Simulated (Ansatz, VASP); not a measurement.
# Two plane-wave programs on Ir12O

File INCAR:

```
PREC = Accurate
ENCUT = 520
EDIFF = 1E-6
ISMEAR = 0
SIGMA = 0.1
LREAL = False
LASPH = True
NELM = 100
ALGO = Normal
ISIF = 2
LWAVE = False
LCHARG = False
LDIPOL = True
IDIPOL = 3
DIPOL = 0.5 0.5 0.295
GGA = PE
IVDW = 12
NBANDS = 69
```

KPOINTS

```
Automatic mesh
0
Gamma
  5 5 1
```

Contents of POSCAR:

```
Ir12O
1.0
    5.4309029918      0.0000000000      0.0000000000
    0.0000000000      5.4309029918      0.0000000000
    0.0000000000      0.0000000000     21.0013955423
Ir O
12 1
Direct
    0.2500000000      0.2500000000      0.1904635333
    0.2500000000      0.7500000000      0.1904635333
    0.7500000000      0.2500000000      0.1904635333
    0.7500000000      0.7500000000      0.1904635333
    0.0000000000      0.0000000000      0.2785823619
    0.0000000000      0.5000000000      0.2785823619
    0.5000000000      0.0000000000      0.2785823619
    0.5000000000      0.5000000000      0.2785823619
    0.2500000000      0.2500000000      0.3667087517
    0.2500000000      0.7500000000      0.3667087517
    0.7500000000      0.2500000000      0.3667087517
    0.7500000000      0.7500000000      0.3667087517
    0.3333333333      0.4166666667      0.4857484600
```

Input for Ansatz:

```yaml
crystal:
  lattice:
    - [5.4309029918, 0.0, 0.0]
    - [0.0, 5.4309029918, 0.0]
    - [0.0, 0.0, 21.0013955423]
  atoms:
    - { symbol: Ir, position: [0.25, 0.25, 0.1904635333] }
    - { symbol: Ir, position: [0.25, 0.75, 0.1904635333] }
    - { symbol: Ir, position: [0.75, 0.25, 0.1904635333] }
    - { symbol: Ir, position: [0.75, 0.75, 0.1904635333] }
    - { symbol: Ir, position: [0.0, 0.0, 0.2785823619] }
    - { symbol: Ir, position: [0.0, 0.5, 0.2785823619] }
    - { symbol: Ir, position: [0.5, 0.0, 0.2785823619] }
    - { symbol: Ir, position: [0.5, 0.5, 0.2785823619] }
    - { symbol: Ir, position: [0.25, 0.25, 0.3667087517] }
    - { symbol: Ir, position: [0.25, 0.75, 0.3667087517] }
    - { symbol: Ir, position: [0.75, 0.25, 0.3667087517] }
    - { symbol: Ir, position: [0.75, 0.75, 0.3667087517] }
    - { symbol: O, position: [0.3333333333, 0.4166666667, 0.48574846] }
basis:
  ecutwfc: 420
kpoints:
  mp_grid: { grid: [5, 5, 1] }
hamiltonian:
  xc: pbe
  pseudopotentials: { kind: paw, azcp: { folder: soft_1 } }
  dispersion: d3bj
scf:
  occupations: { method: gaussian, width: 0.1 }
output:
  forces: true
  eigenvalues: true
  write_density: true
  write_potential: true
  elf: true
  volumetric_format: npy
efield:
  axis: 3
  dipole_correction: true
  ramp_width: 0.04
```

Alike in both runs: task single point; functional PBE; dispersion D3(BJ); k mesh 5 × 5 × 1; occupations gaussian, width 0.1 eV; no spin polarisation.

|  | VASP | Ansatz |
| --- | --- | --- |
| version | VASP 6.6.1 | Ansatz 0.2.0 |
| potentials or method | VASP PAW PBE potentials, release 64 (Ir, O), cutoff 520 eV | scalar-relativistic, plane waves, PAW |
| valence electrons in the cell | 114 | 210 |

```csv
,VASP,Ansatz,Ansatz less VASP
gap on the k mesh at the Fermi level (eV),none,none,-
rms of the force components (eV/Å),0.677,0.675,-0.0024
```

Atom by atom the forces differ by 0.024 eV/Å (rms over components). A gap of «none» marks a metal or a gap that the smearing closes. VASP's potentials hold 114 valence electrons a cell and Ansatz's 210, so a difference there can come from the potentials and not from the codes. Ansatz's warnings: xc potential rough in thin density.

Spin-orbit coupling is off throughout.
